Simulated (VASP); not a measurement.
# FeO (Wuestite) (R-3m) in VASP: a series of runs

Runs on FeO (Wuestite). Level: PBEsol. Tasks: single point.

Program: VASP 6.6.1. These are calculated values, not measurements. Logs are shortened: lines on timing, memory, paths and dates and some standing lists are left out, and cuts for length are marked.

**1. The cell of the first run**

It takes space group R-3m (No. 166, trigonal). The conventional cell has a = 3.038 Å, b = 3.038 Å, c = 7.559 Å, α = 90.00°, β = 90.00°, γ = 120.00°. Within 2.9 Å of Fe (site symmetry -3m) lie 6 O at 2.16 Å. O (site symmetry -3m) has 6 Fe at 2.16 Å within 2.9 Å.

**2. Single point, PBEsol**

The input, INCAR:

```
PREC     = Accurate       # precision mode
ENCUT    = 520            # plane-wave cutoff, eV
EDIFF    = 1E-6           # SCF threshold, eV
ISMEAR   = -1             # smearing method
SIGMA    = 0.05           # smearing width, eV
LREAL    = F              # projectors in reciprocal space
LASPH    = T              # aspherical terms in the spheres
NELM     = 60             # most SCF steps
ALGO     = Normal         # electronic algorithm
ISIF     = 2              # what is computed and relaxed
LWAVE    = F              # write WAVECAR
LCHARG   = T              # write CHGCAR
GGA      = PS             # functional
LELF     = T              # ELF
LVHAR    = T            
NBANDS   = 14             # bands
```

The input, KPOINTS:

```
Automatic mesh
0
Gamma
  11 11 11
```

The input, POSCAR:

```
FeO
1.0
    1.5188209023      0.8768916568      2.5195772846
   -1.5188209023      0.8768916568      2.5195772846
    0.0000000000     -1.7537833136      2.5195772846
Fe O
1 1
Direct
    0.0000000000      0.0000000000      0.0000000000
    0.5000000000      0.5000000000      0.5000000000
```

Potentials or basis: VASP PAW PBE potentials, release 64 (Fe, O).

On the command line:

```bash
cat potpaw_PBE.64/Fe/POTCAR potpaw_PBE.64/O/POTCAR > POTCAR
mpirun -np 1 vasp_std > vasp.out
```

OUTCAR:

```text
PREC = Accurate
   ENCUT = 520
   EDIFF = 1E-6
   ISMEAR = -1
   LREAL = F
   LASPH = T
   NELM = 60
   ISIF = 2
   GGA = PS

 ion  position               nearest neighbor table
   1  0.000  0.000  0.000-   2 2.16   2 2.16   2 2.16   2 2.16   2 2.16   2 2.16
   2  0.500  0.500  0.500-   1 2.16   1 2.16   1 2.16   1 2.16   1 2.16   1 2.16

  LATTYP: Found a trigonal (rhomboedric) cell.
 ALAT       =     3.0698575869
 COS(alpha) =     0.5104391626

  Lattice vectors:

 A1 = (   1.5188209023,   0.8768916568,   2.5195772846)
 A2 = (  -1.5188209023,   0.8768916568,   2.5195772846)
 A3 = (   0.0000000000,  -1.7537833136,   2.5195772846)

Analysis of symmetry for initial positions (statically):
=====================================================================
 Subroutine PRICEL returns:
 Original cell was already a primitive cell.

 Routine SETGRP: Setting up the symmetry group for a
 trigonal (rhombohedral) supercell.

 Subroutine GETGRP returns: Found 12 space group operations
 (whereof 12 operations were pure point group operations)
 out of a pool of 12 trial point group operations.

The static configuration has the point symmetry D_3d.

Analysis of symmetry for dynamics (positions and initial velocities):
=====================================================================
 Subroutine PRICEL returns:
 Original cell was already a primitive cell.

 Routine SETGRP: Setting up the symmetry group for a
 trigonal (rhombohedral) supercell.

 Subroutine GETGRP returns: Found 12 space group operations
 (whereof 12 operations were pure point group operations)
 out of a pool of 12 trial point group operations.

The dynamic configuration has the point symmetry D_3d.

 Subroutine INISYM returns: Found 12 space group operations
 (whereof 12 operations are pure point group operations),
 and found     1 'primitive' translations

----------------------------------------------------------------------------------------

                                     Primitive cell

  volume of cell :      20.1341

  direct lattice vectors                    reciprocal lattice vectors
     1.518820902  0.876891657  2.519577285     0.329202738  0.190065290  0.132297324
    -1.518820902  0.876891657  2.519577285    -0.329202738  0.190065290  0.132297324
     0.000000000 -1.753783314  2.519577285     0.000000000 -0.380130579  0.132297324

  length of vectors
     3.069857587  3.069857587  3.069857587     0.402494521  0.402494521  0.402494521

  position of ions in fractional coordinates (direct lattice)
     0.000000000  0.000000000  0.000000000
     0.500000000  0.500000000  0.500000000

  ion indices of the primitive-cell ions
   primitive index   ion index
                 1           1
                 2           2

----------------------------------------------------------------------------------------

 KPOINTS: Automatic mesh

Automatic generation of k-mesh.
 Grid dimensions read from file:
 generate k-points for:   11   11   11

 Generating k-lattice:

  Cartesian coordinates                     Fractional coordinates (reciprocal lattice)
     0.029927522  0.017278663  0.012027029     0.090909091 -0.000000000  0.000000000
    -0.029927522  0.017278663  0.012027029    -0.000000000  0.090909091  0.000000000
     0.000000000 -0.034557325  0.012027029     0.000000000  0.000000000  0.090909091

  Length of vectors
     0.036590411  0.036590411  0.036590411

  Shift w.r.t. Gamma in fractional coordinates (k-lattice)
     0.000000000  0.000000000  0.000000000

 Subroutine IBZKPT returns following result:
 ===========================================

 Found    146 irreducible k-points:

 Following reciprocal coordinates:
            Coordinates               Weight
  0.000000  0.000000  0.000000      1.000000
  0.090909  0.000000 -0.000000      6.000000
  0.181818  0.000000 -0.000000      6.000000
  0.272727  0.000000  0.000000      6.000000
  0.363636  0.000000  0.000000      6.000000
  0.454545  0.000000 -0.000000      6.000000
[... 16 lines left out ...]
 -0.272727  0.181818  0.000000     12.000000
 -0.181818  0.181818  0.000000      6.000000
 [... further k-points ...]
   k-points           NKPTS =    146   k-points in BZ     NKDIM =    146   number of bands    NBANDS=     14
   number of dos      NEDOS =    301   number of ions     NIONS =      2
   total plane-waves  NPLWV =  13824
   dimension x,y,z NGX =    24 NGY =   24 NGZ =   24
   dimension x,y,z NGXF=    48 NGYF=   48 NGZF=   48
   ions per type =               1   1
   NGX,Y,Z   is equivalent  to a cutoff of  13.00, 13.00, 13.00 a.u.
   NGXF,Y,Z  is equivalent  to a cutoff of  25.99, 25.99, 25.99 a.u.
 SYSTEM =  unknown system
   PREC   = accura    normal or accurate (medium, high low for compatibility)
   ISTART =      0    job   : 0-new  1-cont  2-samecut
   ICHARG =      2    charge: 1-file 2-atom 10-const
   ISPIN  =      1    spin polarized calculation?
   LNONCOLLINEAR =      F non collinear calculations
   LSORBIT =      F    spin-orbit coupling
   LASPH  =      T    aspherical Exc in radial PAW
   ENCUT  =  520.0 eV  38.22 Ry    6.18 a.u.   5.71  5.71  5.71*2*pi/ulx,y,z
   NELM   =     60;   NELMIN=  2; NELMDL= -5     # of ELM steps
   EDIFF  = 0.1E-05   stopping-criterion for ELM
   LREAL  =      F    real-space projection
   EDIFFG = 0.1E-04   stopping-criterion for IOM
   NSW    =      0    number of steps for IOM
   IBRION =     -1    ionic relax: 0-MD 1-quasi-New 2-CG
   NFREE  =      0    steps in history (QN), initial steepest desc. (CG)
   ISIF   =      2    stress and relaxation
   ISYM   =      2    0-nonsym 1-usesym 2-fastsym
   POTIM  = 0.5000    time-step for ionic-motion
   TEBEG  =    0.0;   TEEND  =   0.0 temperature during run
   PSTRESS=    0.0 pullay stress
   NELECT =      14.0000    total number of electrons
   NUPDOWN=      -1.0000    fix difference up-down
   EMIN   =  10.00;   EMAX   =-10.00  energy-range for DOS
   EFERMI =   0.00;   METHOD = LEGACY
   ISMEAR =    -1;   SIGMA  =   0.05  broadening in eV -4-tet -1-fermi 0-gaus
   EFERMI_NEDOS =   21; number of points for ismear=-14 and -15
   IALGO  =     38    algorithm
   IMIX   =      4    mixing-type and parameters
     AMIX     =   0.40;   BMIX     =  1.00
     AMIX_MAG =   1.60;   BMIX_MAG =  1.00
  volume/ion in A,a.u.               =      10.07        67.94
  Fermi-wavevector in a.u.,A,eV,Ry     =   1.450353  2.740770 28.620176  2.103524
  Thomas-Fermi vector in A             =   2.567975
   LORBIT       =      0    0 simple, 1 ext, 2 COOP (PROOUT), +10 PAW based schemes
   GGA     = PS    functional components
   LHFCALC =     F    Hartree Fock is set to
   AEXX    =    0.0000 exact exchange contribution
   IVDW    =     0    specifies the selected vdW correction
   LEPSILON=     F    determine dielectric tensor
   LRPA    =     F    only Hartree local field effects (RPA)
 non-spin polarized calculation
  energy-cutoff  :      520.00
  volume of cell :       20.13
 maximum number of plane-waves:       556
   NGX = 11   NGY = 11   NGZ = 11

 number of electron      13.9999999 magnetization

 Free energy of the ion-electron system (eV)
  ---------------------------------------------------
  ext. energy  EPLUGINS =         0.00000000
  ---------------------------------------------------
  free energy    TOTEN  =       -14.40967621 eV

  energy without entropy =      -14.34042698  energy(sigma->0) =      -14.37505160

 E-fermi :   5.3006     XC(G=0): -12.4461

 val. band max:        5.2999318436   @ k =  -0.4545   0.4545   0.0909
 cond. band min:       5.3012172360   @ k =  -0.4545   0.3636   0.1818
 fundamental gap:      0.0012853924
 Fermi energy:         5.3005554503

 k-point     1 :       0.0000    0.0000    0.0000
  band No.  band energies     occupation
      1     -15.0426      2.00000
      2       1.6348      2.00000
      3       1.7283      2.00000
      4       1.7283      2.00000
      5       3.9835      2.00000
      6       4.0650      2.00000
      7       4.0650      2.00000
      8       4.4069      2.00000
      9       4.4069      2.00000
     10       6.1858      0.00000
     11      21.3077      0.00000
     12      23.0749      0.00000
     13      23.4706      0.00000
     14      23.4706      0.00000

 k-point     2 :       0.0909    0.0000   -0.0000
  band No.  band energies     occupation
      1     -14.9644      2.00000
      2       1.1370      2.00000
      3       1.3824      2.00000
      4       1.4640      2.00000
      5       4.0766      2.00000
      6       4.1487      2.00000
      7       4.1711      2.00000
      8       4.6955      1.99999
      9       4.7005      1.99999
     10       6.7125      0.00000
     11      20.1907      0.00000
     12      22.8692      0.00000
     13      23.2050      0.00000
     14      23.8260      0.00000

 k-point     3 :       0.1818    0.0000   -0.0000
  band No.  band energies     occupation
      1     -14.7476      2.00000
      2      -0.0220      2.00000
      3       0.8416      2.00000
      4       0.9271      2.00000
      5       4.2887      2.00000
      6       4.3518      2.00000
      7       4.3663      2.00000
      8       5.3448      0.58416
      9       5.3465      0.57039
     10       7.8439      0.00000
     11      18.2670      0.00000
     12      21.8922      0.00000
     13      22.1719      0.00000
     14      24.2935      0.00000
[... 324 lines left out ...]
 k-point    23 :      -0.2727    0.1818    0.0000
  band No.  band energies     occupation
      1     -14.1220      2.00000
      2      -1.8029      2.00000
      3      -0.1234      2.00000
      4      -0.0578      2.00000
      5       4.6682      1.99999
      6       4.7912      1.99992
      7       5.1047      1.96098
      8       5.4787      0.05519
      9       6.8917      0.00000
     10      10.7786      0.00000
     11      15.6083      0.00000
     12      17.0657      0.00000
     13      20.1559      0.00000
     14      25.3509      0.00000

 k-point    24 :      -0.1818    0.1818    0.0000
  band No.  band energies     occupation
      1     -14.3682      2.00000
      2      -1.2529      2.00000
      3       0.1369      2.00000
      4       0.4165      2.00000
      5       4.4496      2.00000
      6       4.6842      1.99999
      7       4.8480      1.99977
      8       5.1802      1.83465
      9       6.5628      0.00000
     10       9.6958      0.00000
     11      16.8261      0.00000
     12      18.0880      0.00000
     13      21.2060      0.00000
     14      24.3498      0.00000

 [... further k-points ...]
[... 5 lines left out ...]
  --------------------------------------------------------------------------------------
  -------------------------------------------------------------------------------------
  Total       -4.2935513     -4.2935513     -4.2044924      0.0000000      0.0000000     -0.0000000
  in kB     -341.6613105   -341.6613105   -334.5744062      0.0000000      0.0000000     -0.0000000
  external PRESSURE =    -339.2990091 kB  Pullay stress =       0.0000000 kB

 VOLUME and BASIS-vectors are now :
 -----------------------------------------------------------------------------
  energy-cutoff  :      520.00
  volume of cell :       20.13
      direct lattice vectors                 reciprocal lattice vectors
     1.518820902  0.876891657  2.519577285     0.329202738  0.190065290  0.132297324
    -1.518820902  0.876891657  2.519577285    -0.329202738  0.190065290  0.132297324
     0.000000000 -1.753783314  2.519577285     0.000000000 -0.380130579  0.132297324

 POSITION                                       TOTAL-FORCE (eV/Angst)
 -----------------------------------------------------------------------------------
      0.00000      0.00000      0.00000        -0.000000     -0.000000     -0.000000
      0.00000      0.00000      3.77937         0.000000      0.000000      0.000000
 -----------------------------------------------------------------------------------
    total drift:                               -0.000000      0.000000     -0.000000

  FREE ENERGIE OF THE ION-ELECTRON SYSTEM (eV)
  ---------------------------------------------------
  free  energy   TOTEN  =       -14.4096762123 eV

  energy  without entropy=      -14.3404269821  energy(sigma->0) =      -14.37505160
```

Wall time 14 s (1 thread of Intel Xeon 6975P-C (Granite Rapids), shared host); peak memory 0.17 GiB.

Results:

```yaml
Free_energy: -14.4097 eV
Pressure: -33.9 GPa
Band_gap_on_the_k_mesh: zero (band 7 reaches 5.35 eV, above the bottom of band 8 at 4.41 eV)
```

Levels at points of the mesh, in eV from the Fermi level:
```csv
k point,band 4,band 5,band 6,band 7,band 8,band 9,band 10,band 11
"(0.00, 0.00, 0.00)",-3.57,-1.32,-1.24,-1.24,-0.89,-0.89,0.89,16.01
```

Caveat: the PAW data sets were made with another functional, which shifts forces and pressure a little; the run has no spin polarisation, though such a crystal can be magnetic; semilocal functionals often make such compounds metallic where correlation or magnetic order opens a gap, which also shifts bond lengths.

**3. Single point, PBEsol, collinear spin, ferromagnetic start**

The input, INCAR:

```
PREC = Accurate
ENCUT = 520
EDIFF = 1E-7
ISMEAR = -1
SIGMA = 0.05
LREAL = False
LASPH = True
NELM = 150
ALGO = Normal
ISIF = 2
LWAVE = False
LCHARG = False
ISPIN = 2
MAGMOM = -2.68 0
LORBIT = 11
LMAXMIX = 4
GGA = PS
NBANDS = 18
```

KPOINTS is that of step 2.

POSCAR is that of step 2.

Potentials or basis: VASP PAW PBE potentials, release 64 (Fe, O).

On the command line:

```bash
cat potpaw_PBE.64/Fe/POTCAR potpaw_PBE.64/O/POTCAR > POTCAR
mpirun -np 1 vasp_std > vasp.out
```

It took 35 s on 1 thread of Intel Xeon 6975P-C (Granite Rapids), shared host; peak memory 0.21 GiB.

It converged, with:

```
Free energy                                           : -15.8378 eV
Pressure                                              : -9.2 GPa
Band gap on the k mesh                                : zero (filled and empty bands overlap)
Net moment                                            : -4.00 μB per cell
Site moments                                          : Fe -3.61; O -0.30 μB
Valence electrons inside the program's atomic spheres : Fe 6.73; O 4.96
```

Stress tensor (GPa, compression positive):
```
-8.90  0.00  0.00
 0.00 -8.90  0.00
 0.00  0.00 -9.92
```

Levels at points of the mesh, in eV from the Fermi level:
Spin up:
```csv
k point,band 3,band 4,band 5,band 6,band 7,band 8
"(0.00, 0.00, 0.00)",-3.19,-3.19,-0.79,-0.71,-0.71,0.12
```
Spin down:
| k point | band 6 | band 7 | band 8 | band 9 | band 10 | band 11 | band 12 | band 13 |
| --- | --- | --- | --- | --- | --- | --- | --- | --- |
| (0.00, 0.00, 0.00) | -3.78 | -3.78 | -3.66 | -3.66 | -0.04 | 15.21 | 16.55 | 16.96 |

Caveat: the PAW data sets were made with another functional, which shifts forces and pressure a little; a cell with one magnetic atom can't hold antiferromagnetic order, which such compounds often take; semilocal functionals often make such compounds metallic where correlation or magnetic order opens a gap, which also shifts bond lengths. With open d or f shells a metallic result of PBEsol can be an artefact of self-interaction; +U or a hybrid may open a gap.
